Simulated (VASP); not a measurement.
# HfB3Ir (Pm-3m) in VASP: single point with PBE

Aim: the single point of HfB3Ir with PBE.

Everything below comes from runs of VASP 6.6.1. Logs are shortened: lines on timing, memory, paths and dates and some standing lists are left out, and cuts for length are marked.

### 1 The cell of the first run

It takes space group Pm-3m (No. 221, cubic). Conventional cell: a = 3.687 Å, b = 3.687 Å, c = 3.687 Å, α = 90.00°, β = 90.00°, γ = 90.00°. Hf (site symmetry m-3m) has 12 B at 2.61 Å and 8 Ir at 3.19 Å within 3.4 Å. B (site symmetry 4/mmm) has 2 Ir at 1.84 Å within 2.4 Å. Within 2.4 Å of Ir (site symmetry m-3m) lie 6 B at 1.84 Å.

### 2 Single point, PBE

Contents of INCAR:

```
SYSTEM = HfB3Ir
PREC = Accurate
ENCUT = 520
EDIFF = 1E-6
ISMEAR = 0
SIGMA = 0.1
LREAL = .False.
LASPH = .True.
NELM = 80
ALGO = Normal
ISIF = 2
LWAVE = .False.
LCHARG = .False.
GGA = PE
NBANDS = 22
```

Contents of KPOINTS:

```
Automatic mesh
0
Gamma
  6 6 6
  0 0 0
```

Contents of POSCAR:

```
HfB3Ir
1.0
    3.6869203300      0.0000000000      0.0000000000
    0.0000000000      3.6869203300      0.0000000000
    0.0000000000      0.0000000000      3.6869203300
Hf B Ir
1 3 1
Direct
    0.0000000000      0.0000000000      0.0000000000
    0.0000000000      0.5000000000      0.5000000000
    0.5000000000      0.5000000000      0.0000000000
    0.5000000000      0.0000000000      0.5000000000
    0.5000000000      0.5000000000      0.5000000000
```

Potentials or basis: VASP PAW PBE potentials, release 64 (Hf_pv, B, Ir).

Run with:

```
cat potpaw_PBE.64/Hf_pv/POTCAR potpaw_PBE.64/B/POTCAR potpaw_PBE.64/Ir/POTCAR > POTCAR
mpirun -np 1 vasp_std > vasp.out
```

OUTCAR:

```text
SYSTEM = HfB3Ir
   PREC = Accurate
   ENCUT = 520
   EDIFF = 1E-6
   ISMEAR = 0
   LREAL = .False.
   LASPH = .True.
   NELM = 80
   ISIF = 2
   GGA = PE

 ion  position               nearest neighbor table
   1  0.000  0.000  0.000-   2 2.61   3 2.61   4 2.61   2 2.61   4 2.61   2 2.61   3 2.61   2 2.61
                             3 2.61   4 2.61   4 2.61   3 2.61   5 3.19   5 3.19   5 3.19   5 3.19
   2  0.000  0.500  0.500-   5 1.84   5 1.84   1 2.61   1 2.61   1 2.61   1 2.61
   3  0.500  0.500  0.000-   5 1.84   5 1.84   1 2.61   1 2.61   1 2.61   1 2.61
   4  0.500  0.000  0.500-   5 1.84   5 1.84   1 2.61   1 2.61   1 2.61   1 2.61
   5  0.500  0.500  0.500-   2 1.84   3 1.84   4 1.84   3 1.84   4 1.84   2 1.84   1 3.19   1 3.19
                             1 3.19   1 3.19   1 3.19   1 3.19   1 3.19   1 3.19

  LATTYP: Found a simple cubic cell.
 ALAT       =     3.6869203300

  Lattice vectors:

 A1 = (   3.6869203300,   0.0000000000,   0.0000000000)
 A2 = (   0.0000000000,   3.6869203300,   0.0000000000)
 A3 = (   0.0000000000,   0.0000000000,   3.6869203300)

Analysis of symmetry for initial positions (statically):
=====================================================================
 Subroutine PRICEL returns:
 Original cell was already a primitive cell.

 Routine SETGRP: Setting up the symmetry group for a
 simple cubic supercell.

 Subroutine GETGRP returns: Found 48 space group operations
 (whereof 48 operations were pure point group operations)
 out of a pool of 48 trial point group operations.

The static configuration has the point symmetry O_h .

Analysis of symmetry for dynamics (positions and initial velocities):
=====================================================================
 Subroutine PRICEL returns:
 Original cell was already a primitive cell.

 Routine SETGRP: Setting up the symmetry group for a
 simple cubic supercell.

 Subroutine GETGRP returns: Found 48 space group operations
 (whereof 48 operations were pure point group operations)
 out of a pool of 48 trial point group operations.

The dynamic configuration has the point symmetry O_h .

 Subroutine INISYM returns: Found 48 space group operations
 (whereof 48 operations are pure point group operations),
 and found     1 'primitive' translations

----------------------------------------------------------------------------------------

                                     Primitive cell

  volume of cell :      50.1177

  direct lattice vectors                    reciprocal lattice vectors
     3.686920330  0.000000000  0.000000000     0.271229078  0.000000000  0.000000000
     0.000000000  3.686920330  0.000000000     0.000000000  0.271229078  0.000000000
     0.000000000  0.000000000  3.686920330     0.000000000  0.000000000  0.271229078

  length of vectors
     3.686920330  3.686920330  3.686920330     0.271229078  0.271229078  0.271229078

  position of ions in fractional coordinates (direct lattice)
     0.000000000  0.000000000  0.000000000
     0.000000000  0.500000000  0.500000000
     0.500000000  0.500000000  0.000000000
     0.500000000  0.000000000  0.500000000
     0.500000000  0.500000000  0.500000000

  ion indices of the primitive-cell ions
   primitive index   ion index
                 1           1
                 2           2
                 3           3
                 4           4
                 5           5

----------------------------------------------------------------------------------------

 KPOINTS: Automatic mesh

Automatic generation of k-mesh.
 Grid dimensions read from file:
 generate k-points for:    6    6    6

 Generating k-lattice:

  Cartesian coordinates                     Fractional coordinates (reciprocal lattice)
     0.045204846  0.000000000  0.000000000     0.166666667  0.000000000  0.000000000
     0.000000000  0.045204846  0.000000000     0.000000000  0.166666667  0.000000000
     0.000000000  0.000000000  0.045204846     0.000000000  0.000000000  0.166666667

  Length of vectors
     0.045204846  0.045204846  0.045204846

  Shift w.r.t. Gamma in fractional coordinates (k-lattice)
     0.000000000  0.000000000  0.000000000

 Subroutine IBZKPT returns following result:
 ===========================================

 Found     20 irreducible k-points:

 Following reciprocal coordinates:
            Coordinates               Weight
  0.000000  0.000000  0.000000      1.000000
  0.166667  0.000000  0.000000      6.000000
  0.333333  0.000000  0.000000      6.000000
  0.500000  0.000000  0.000000      3.000000
  0.166667  0.166667  0.000000     12.000000
  0.333333  0.166667  0.000000     24.000000
[... 12 lines left out ...]
  0.500000  0.500000  0.333333      6.000000
  0.500000  0.500000  0.500000      1.000000
   k-points           NKPTS =     20   k-points in BZ     NKDIM =     20   number of bands    NBANDS=     22
   number of dos      NEDOS =    301   number of ions     NIONS =      5
   total plane-waves  NPLWV =  21952
   dimension x,y,z NGX =    28 NGY =   28 NGZ =   28
   dimension x,y,z NGXF=    56 NGYF=   56 NGZF=   56
   ions per type =               1   3   1
   NGX,Y,Z   is equivalent  to a cutoff of  12.63, 12.63, 12.63 a.u.
   NGXF,Y,Z  is equivalent  to a cutoff of  25.25, 25.25, 25.25 a.u.
 SYSTEM =  HfB3Ir
   PREC   = accura    normal or accurate (medium, high low for compatibility)
   ISTART =      0    job   : 0-new  1-cont  2-samecut
   ICHARG =      2    charge: 1-file 2-atom 10-const
   ISPIN  =      1    spin polarized calculation?
   LNONCOLLINEAR =      F non collinear calculations
   LSORBIT =      F    spin-orbit coupling
   LASPH  =      T    aspherical Exc in radial PAW
   ENCUT  =  520.0 eV  38.22 Ry    6.18 a.u.   6.86  6.86  6.86*2*pi/ulx,y,z
   NELM   =     80;   NELMIN=  2; NELMDL= -5     # of ELM steps
   EDIFF  = 0.1E-05   stopping-criterion for ELM
   LREAL  =      F    real-space projection
   EDIFFG = 0.1E-04   stopping-criterion for IOM
   NSW    =      0    number of steps for IOM
   IBRION =     -1    ionic relax: 0-MD 1-quasi-New 2-CG
   NFREE  =      0    steps in history (QN), initial steepest desc. (CG)
   ISIF   =      2    stress and relaxation
   ISYM   =      2    0-nonsym 1-usesym 2-fastsym
   POTIM  = 0.5000    time-step for ionic-motion
   TEBEG  =    0.0;   TEEND  =   0.0 temperature during run
   PSTRESS=    0.0 pullay stress
   NELECT =      28.0000    total number of electrons
   NUPDOWN=      -1.0000    fix difference up-down
   EMIN   =  10.00;   EMAX   =-10.00  energy-range for DOS
   EFERMI =   0.00;   METHOD = LEGACY
   ISMEAR =     0;   SIGMA  =   0.10  broadening in eV -4-tet -1-fermi 0-gaus
   EFERMI_NEDOS =   21; number of points for ismear=-14 and -15
   IALGO  =     38    algorithm
   IMIX   =      4    mixing-type and parameters
     AMIX     =   0.40;   BMIX     =  1.00
     AMIX_MAG =   1.60;   BMIX_MAG =  1.00
  volume/ion in A,a.u.               =      10.02        67.64
  Fermi-wavevector in a.u.,A,eV,Ry     =   1.348333  2.547979 24.735409  1.818001
  Thomas-Fermi vector in A             =   2.476010
   LORBIT       =      0    0 simple, 1 ext, 2 COOP (PROOUT), +10 PAW based schemes
   GGA     = PE    functional components
   LHFCALC =     F    Hartree Fock is set to
   AEXX    =    0.0000 exact exchange contribution
   IVDW    =     0    specifies the selected vdW correction
   LEPSILON=     F    determine dielectric tensor
   LRPA    =     F    only Hartree local field effects (RPA)
 non-spin polarized calculation
 Gauss-broadening in eV      SIGMA  =   0.10
  energy-cutoff  :      520.00
  volume of cell :       50.12
 maximum number of plane-waves:      1376
 NGX is ok and might be reduce to    28
   NGX = 13   NGY = 13   NGZ = 13

 number of electron      27.9999998 magnetization

 Free energy of the ion-electron system (eV)
  ---------------------------------------------------
  ext. energy  EPLUGINS =         0.00000000
  ---------------------------------------------------
  free energy    TOTEN  =       -31.84120330 eV

  energy without entropy =      -31.81275715  energy(sigma->0) =      -31.82698022

 E-fermi :  10.0174     XC(G=0): -12.8626

 val. band max:        9.9947321558   @ k =   0.5000   0.3333   0.1667
 cond. band min:      10.0651134988   @ k =   0.1667   0.1667   0.0000
 fundamental gap:      0.0703813430
 Fermi energy:        10.0173540663

 k-point     1 :       0.0000    0.0000    0.0000
  band No.  band energies     occupation
      1     -21.7962      2.00000
      2     -21.7962      2.00000
      3     -21.7962      2.00000
      4      -4.9275      2.00000
      5      -1.2096      2.00000
      6      -1.2096      2.00000
[... 14 lines left out ...]
     21      13.0788      0.00000
     22      13.0788      0.00000

 k-point     2 :       0.1667    0.0000    0.0000
  band No.  band energies     occupation
      1     -21.8284      2.00000
      2     -21.7933      2.00000
      3     -21.7933      2.00000
      4      -4.5801      2.00000
      5      -1.1129      2.00000
      6      -1.1110      2.00000
[... 14 lines left out ...]
     21      12.5723      0.00000
     22      13.4585      0.00000

 k-point     3 :       0.3333    0.0000    0.0000
  band No.  band energies     occupation
      1     -21.8922      2.00000
      2     -21.7877      2.00000
      3     -21.7877      2.00000
      4      -3.6511      2.00000
      5      -0.9385      2.00000
      6      -0.8919      2.00000
[... 14 lines left out ...]
     21      13.4539      0.00000
     22      15.3664      0.00000
[... 376 lines left out ...]
 k-point    19 :       0.5000    0.5000    0.3333
  band No.  band energies     occupation
      1     -21.8940      2.00000
      2     -21.8940      2.00000
      3     -21.8616      2.00000
      4      -0.8068      2.00000
      5       0.2009      2.00000
      6       0.5289      2.00000
[... 14 lines left out ...]
     21      14.6095      0.00000
     22      14.8189      0.00000

 k-point    20 :       0.5000    0.5000    0.5000
  band No.  band energies     occupation
      1     -21.8917      2.00000
      2     -21.8917      2.00000
      3     -21.8917      2.00000
      4       0.4875      2.00000
      5       0.4875      2.00000
      6       0.4875      2.00000
[... 14 lines left out ...]
     21      13.9378      0.00000
     22      14.6902      0.00000

------------------------ aborting loop because EDIFF is reached ----------------------------------------

  FORCE on cell =-STRESS in cart. coord.  units (eV):
  Direction    XX          YY          ZZ          XY          YZ          ZX
  --------------------------------------------------------------------------------------
  -------------------------------------------------------------------------------------
  Total       26.1897304     26.1897304     26.1897304     -0.0000000     -0.0000000      0.0000000
  in kB      837.2407352    837.2407352    837.2407352     -0.0000000     -0.0000000      0.0000000
  external PRESSURE =     837.2407352 kB  Pullay stress =       0.0000000 kB

 VOLUME and BASIS-vectors are now :
 -----------------------------------------------------------------------------
  energy-cutoff  :      520.00
  volume of cell :       50.12
      direct lattice vectors                 reciprocal lattice vectors
     3.686920330  0.000000000  0.000000000     0.271229078  0.000000000  0.000000000
     0.000000000  3.686920330  0.000000000     0.000000000  0.271229078  0.000000000
     0.000000000  0.000000000  3.686920330     0.000000000  0.000000000  0.271229078

 POSITION                                       TOTAL-FORCE (eV/Angst)
 -----------------------------------------------------------------------------------
      0.00000      0.00000      0.00000         0.000000      0.000000      0.000000
      0.00000      1.84346      1.84346         0.000000      0.000000      0.000000
      1.84346      1.84346      0.00000         0.000000      0.000000      0.000000
      1.84346      0.00000      1.84346         0.000000      0.000000      0.000000
      1.84346      1.84346      1.84346         0.000000      0.000000      0.000000
 -----------------------------------------------------------------------------------
    total drift:                                0.000000      0.000000      0.000000

  FREE ENERGIE OF THE ION-ELECTRON SYSTEM (eV)
  ---------------------------------------------------
  free  energy   TOTEN  =       -31.8412032955 eV

  energy  without entropy=      -31.8127571500  energy(sigma->0) =      -31.82698022
```

Run time: 19 s. Hardware: 1 thread of AMD EPYC 7R13 (Zen 3), shared host; peak memory 0.14 GiB.

Results:

* Free energy: -31.8412 eV
* Pressure: 83.7 GPa
* Band gap on the k mesh: zero (band 14 reaches 11.19 eV, above the bottom of band 15 at 9.58 eV)

Levels at points of the mesh, in eV from the Fermi level:
| k point | band 11 | band 12 | band 13 | band 14 | band 15 | band 16 | band 17 | band 18 |
| --- | --- | --- | --- | --- | --- | --- | --- | --- |
| (0.00, 0.00, 0.00) | -4.64 | -4.64 | -1.65 | -1.65 | -0.05 | -0.05 | -0.05 | 1.76 |
| (0.50, 0.00, 0.00) | -5.09 | -5.09 | -4.76 | -0.66 | 0.97 | 1.61 | 1.61 | 3.14 |
| (0.50, 0.50, 0.00) | -8.26 | -1.17 | -1.07 | -0.44 | -0.44 | 0.49 | 0.49 | 1.24 |
| (0.50, 0.50, 0.50) | -8.58 | -8.58 | 1.17 | 1.17 | 1.17 | 1.20 | 2.76 | 2.76 |

Caveat: spin-orbit coupling is left out, which moves the levels of the heavy elements.
